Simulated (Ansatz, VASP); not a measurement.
Two plane-wave programs on Rh

INCAR

```
PREC = Accurate
ENCUT = 600
EDIFF = 1E-6
ISMEAR = 0
SIGMA = 0.1
LREAL = F
LASPH = T
NELM = 60
ALGO = Normal
ISIF = 3
LWAVE = F
LCHARG = F
GGA = PS
IBRION = 2
NSW = 90
EDIFFG = -0.04
```

Contents of KPOINTS:

```
regular mesh
0
Gamma
  9 9 8
```

File POSCAR:

```
Rh
1.0
    2.5869034474      0.0000000000      0.0000000000
   -1.2934517237      2.2403241026      0.0000000000
    0.0000000000      0.0000000000      2.4171379086
Rh
1
Direct
    0.0000000000      0.0000000000      0.0000000000
```

Input for Ansatz:

```yaml
crystal:
  lattice:
    - [2.5869034474, 0.0, 0.0]
    - [-1.2934517237, 2.2403241026, 0.0]
    - [0.0, 0.0, 2.4171379086]
  atoms:
    - { symbol: Rh, position: [0.0, 0.0, 0.0] }
basis:
  ecutwfc: 420
kpoints:
  mp_grid: { grid: [9, 9, 8] }
hamiltonian:
  xc: pbesol
scf:
  occupations: { method: gaussian, width: 0.1 }
  lower_state_search: "off"
output:
  forces: true
  stress: true
  eigenvalues: true
relax:
  adjacent_minimum: "off"
  f_tol: 0.04
  max_steps: 70
  cell: { stress_tol: 0.4 }
```

Alike in both runs: task relaxation of cell and atoms; functional PBEsol; k mesh 9 × 9 × 8; occupations gaussian, width 0.1 eV; no spin polarisation.

|  | VASP | Ansatz |
| --- | --- | --- |
| version | VASP 6.6.1 | Ansatz 0.2.0 |
| potentials or method | VASP PAW PBE potentials, release 64 (Rh_pv), cutoff 600 eV | scalar-relativistic, plane waves, PAW |
| valence electrons in the cell | 15 | 17 |

```csv
,VASP,Ansatz,Ansatz less VASP
"gap on the k mesh at the Fermi level, each at its own relaxed structure (eV)",none,none,-
relaxed volume (Å³/atom),14.67,14.67,-0.002
relaxed cell length with the largest relative difference (Å),2.509,2.508,-0.0009
```

VASP's potentials were made for PBE, not for PBEsol. A gap of «none» marks a metal or a gap that the smearing closes. VASP's potentials hold 15 valence electrons a cell and Ansatz's 17, so a difference there can come from the potentials and not from the codes.
